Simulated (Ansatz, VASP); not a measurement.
## One calculation of GaN, two programs

File POSCAR:

```
GaN
1.0
    0.0000000000      2.1814839649      2.1814839649
    2.1814839649      0.0000000000      2.1814839649
    2.1814839649      2.1814839649      0.0000000000
Ga N
1 1
Direct
    0.0000000000      0.0000000000      0.0000000000
    0.2500000000      0.2500000000      0.2500000000
```

Contents of INCAR.step1:

```
SYSTEM = GaN
PREC     = Accurate       ! precision mode
ENCUT    = 520            ! plane-wave cutoff, eV
ISMEAR   = 0              ! smearing method
SIGMA    = 0.01           ! smearing width, eV
LREAL    = .FALSE.        ! projectors in reciprocal space
LASPH    = .TRUE.         ! aspherical terms in the spheres
NELM     = 150            ! most SCF steps
MAGMOM   = 0 0 0 0 0 0    ! initial moments
LSORBIT  = .TRUE.         ! spin-orbit coupling
GGA_COMPAT= .FALSE.      
NBANDS   = 30             ! bands
GGA      = PE             ! functional
ALGO     = Normal         ! electronic algorithm
EDIFF    = 1E-4           ! SCF threshold, eV
LWAVE    = .TRUE.         ! write WAVECAR
LCHARG   = .FALSE.        ! write CHGCAR
```

INCAR.step2

```
SYSTEM = GaN
PREC     = Accurate       ! precision mode
ENCUT    = 520            ! plane-wave cutoff, eV
EDIFF    = 1E-7           ! SCF threshold, eV
ISMEAR   = 0              ! smearing method
SIGMA    = 0.01           ! smearing width, eV
LREAL    = .FALSE.        ! projectors in reciprocal space
LASPH    = .TRUE.         ! aspherical terms in the spheres
NELM     = 150            ! most SCF steps
ALGO     = Normal         ! electronic algorithm
ISIF     = 2              ! what is computed and relaxed
LWAVE    = .FALSE.        ! write WAVECAR
LCHARG   = .TRUE.         ! write CHGCAR
MAGMOM   = 0 0 0 0 0 0    ! initial moments
LORBIT   = 11             ! projections on sites
LSORBIT  = .TRUE.         ! spin-orbit coupling
GGA_COMPAT= .FALSE.      
LORBMOM  = .TRUE.       
METAGGA  = R2SCAN         ! meta-GGA
LMIXTAU  = .TRUE.       
LVHAR    = .TRUE.       
NBANDS   = 30             ! bands
ISTART   = 1
```

KPOINTS

```
regular mesh
0
G
  10 10 10
  0 0 0
```

Input for Ansatz:

```yaml
crystal:
  lattice:
    - [0.0, 2.1814839649, 2.1814839649]
    - [2.1814839649, 0.0, 2.1814839649]
    - [2.1814839649, 2.1814839649, 0.0]
  atoms:
    - { symbol: Ga, position: [0.0, 0.0, 0.0] }
    - { symbol: "N", position: [0.25, 0.25, 0.25] }
kpoints:
  mp_grid: { grid: [10, 10, 10] }
  band_path:
    path:
      - [0.0, 0.0, 0.0]
      - [-0.5, -0.5, 0.0]
      - [-0.375, -0.375, 0.25]
      - [-0.375, 0.0, 0.375]
      - [0.0, 0.0, 0.5]
      - [-0.5, -0.25, 0.25]
    npoints: 1
hamiltonian:
  xc: r2scan
scf:
  occupations: { method: fixed }
  n_extra_bands: 8
magnetization:
  noncollinear: true
  spin_orbit: true
output:
  forces: true
  stress: true
  eigenvalues: true
```

Change from the starting cell: hydrostatic strain -3.0%.

Alike in both runs: task single point; functional r2SCAN; k mesh 10 × 10 × 10; non-collinear spin, spin-orbit coupling.

```csv
,VASP,Ansatz
version,VASP 6.6.1,Ansatz 0.2.0
potentials or method,"VASP PAW PBE potentials, release 64 (Ga_d, N)","plane waves, PAW"
plane-wave cutoff (eV),520,500
occupations,"gaussian, width 0.01 eV",fixed
valence electrons in the cell,18,18
```

Ansatz gave:

```
pressure (GPa) : 21.8
```

Task: Estimate VASP's values.

Result: Pressure (GPa): 23.2.

VASP's potentials were made for PBE, not for r2SCAN.
